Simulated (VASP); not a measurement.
Input of a VASP 6.6.1 run:

The input INCAR:

```
ALGO = Normal ; EDIFF = 1E-6
ENCUT = 520 ; GGA = PE
ISIF = 2 ; ISMEAR = 0
ISPIN = 2 ; LASPH = True
LCHARG = False ; LMAXMIX = 4
LORBIT = 11 ; LREAL = False
LWAVE = False ; MAGMOM = 1 0 0 0 0 0 0 0 0 0 0 0
NBANDS = 44 ; NELM = 150
PREC = Accurate ; SIGMA = 0.1
```

File KPOINTS:

```
k-points
0
Gamma
  6 6 2
```

File POSCAR:

```
ZrAl5N6
1.0
    2.9886358714      0.0000000000      0.0000000000
    0.0000000000      2.9886358714      0.0000000000
    0.0000000000      0.0000000000     12.5512551590
Zr Al N
1 5 6
Direct
    0.0000000000      0.0000000000      0.0000000000
    0.0000000000      0.0000000000      0.6576348563
    0.5000000000      0.5000000000      0.8166183101
    0.5000000000      0.5000000000      0.1833816899
    0.0000000000      0.0000000000      0.3423651437
    0.5000000000      0.5000000000      0.5000000000
    0.0000000000      0.0000000000      0.8151598782
    0.5000000000      0.5000000000      0.0000000000
    0.0000000000      0.0000000000      0.1848401218
    0.5000000000      0.5000000000      0.3419560267
    0.0000000000      0.0000000000      0.5000000000
    0.5000000000      0.5000000000      0.6580439733
```

Potentials or basis: VASP PAW PBE potentials, release 64 (Zr_sv, Al, N).

Run with:

```console
$ cat potpaw_PBE.64/Zr_sv/POTCAR potpaw_PBE.64/Al/POTCAR potpaw_PBE.64/N/POTCAR > POTCAR
$ mpirun -np 1 vasp_std > vasp.out
```

Q: What does it give for the net moment?

A: 0.00 μB per cell.

Q: What does it give for the pressure?

A: -0.1 GPa.

Q: Predict the largest force.

A: 0.008 eV/Å.

Forces on the atoms (eV/Å):
```
Zr   0.000  0.000  0.000
Al   0.000  0.000 -0.001
Al   0.000  0.000 -0.008
Al   0.000  0.000  0.008
Al   0.000  0.000  0.001
Al   0.000  0.000  0.000
N    0.000  0.000 -0.004
N    0.000  0.000  0.000
N    0.000  0.000  0.004
N    0.000  0.000  0.001
N    0.000  0.000  0.000
N    0.000  0.000 -0.001
```
